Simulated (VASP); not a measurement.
AlN:

```
CELL_PARAMETERS angstrom
0.00000 2.18399 2.18399
2.18399 0.00000 2.18399
2.18399 2.18399 0.00000
ATOMIC_POSITIONS crystal
Al 0.00000 0.00000 0.00000
N 0.25000 0.25000 0.25000
```

```yaml
Program: VASP 6.6.1
Task: relaxation of cell and atoms
Functional: RPBE
Dispersion: D4
Potentials_or_basis: VASP PAW PBE potentials, release 64 (Al, N)
Cutoff: 600 eV
k_mesh: 10 × 10 × 10
Occupations: fermi-dirac, width 0.05 eV
Spin: no spin polarisation
```

At the start: pressure -3.1 GPa; volume 10.42 Å³/atom.

Question: Where does the relaxation end?

Answer: Over 4 steps the energy falls by 2.5 meV/atom and the volume is 10.26 Å³/atom (-1.5 %); space group F-43m (No. 216, to 0.1 Å) before and after.

The path:
| step | energy change (eV) | largest force (eV/Å) | pressure (GPa) | volume (Å³) |
| --- | --- | --- | --- | --- |
| 1 | 0.0000 | 0.0000 | -3.09 | 20.83 |
| 2 | -0.0026 | 0.0000 | 2.84 | 20.23 |
| 3 | -0.0049 | 0.0000 | 0.67 | 20.44 |
| 4 | -0.0050 | 0.0000 | -0.01 | 20.51 |

Final structure:
```cif
data_structure
_symmetry_space_group_name_H-M 'P 1'
_symmetry_Int_Tables_number 1
_cell_length_a 3.0726
_cell_length_b 3.0726
_cell_length_c 3.0726
_cell_angle_alpha 60.000
_cell_angle_beta 60.000
_cell_angle_gamma 60.000
_cell_volume 20.51
loop_
_atom_site_label
_atom_site_type_symbol
_atom_site_fract_x
_atom_site_fract_y
_atom_site_fract_z
_atom_site_occupancy
Al1 Al 0.00000 0.00000 0.00000 1
N1 N 0.25000 0.25000 0.25000 1
```

Caveat: the PAW data sets were made with another functional, which shifts forces and pressure a little.
